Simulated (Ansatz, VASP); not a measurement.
**One calculation of Cu3N, two programs**

```xyz
4
Lattice="3.6482 0.0000 0.0000 0.0000 3.6482 0.0000 0.0000 0.0000 3.6482" Properties=species:S:1:pos:R:3 pbc="T T T"
Cu    1.8241    0.0000    0.0000
Cu    0.0000    1.8241    0.0000
Cu    0.0000    0.0000    1.8241
N     0.0000    0.0000    0.0000
```

Alike in both runs: task single point; functional PBE; k mesh 5 × 5 × 5; no spin polarisation.

|  | VASP | Ansatz |
| --- | --- | --- |
| version | VASP 6.6.1 | Ansatz 0.2.0 |
| potentials or method | VASP PAW PBE potentials, release 64 (Cu, N), cutoff 600 eV | plane waves, PAW |
| occupations | gaussian, width 0.01 eV | fixed |
| valence electrons in the cell | 38 | 62 |

Ansatz gave:

```
pressure (GPa) : 23.1
```

Task: Which values does VASP return?

Result: Pressure (GPa): 23.9.

VASP's potentials hold 38 valence electrons a cell and Ansatz's 62, so a difference there can come from the potentials and not from the codes. Ansatz's warnings: stress scf threshold loose.
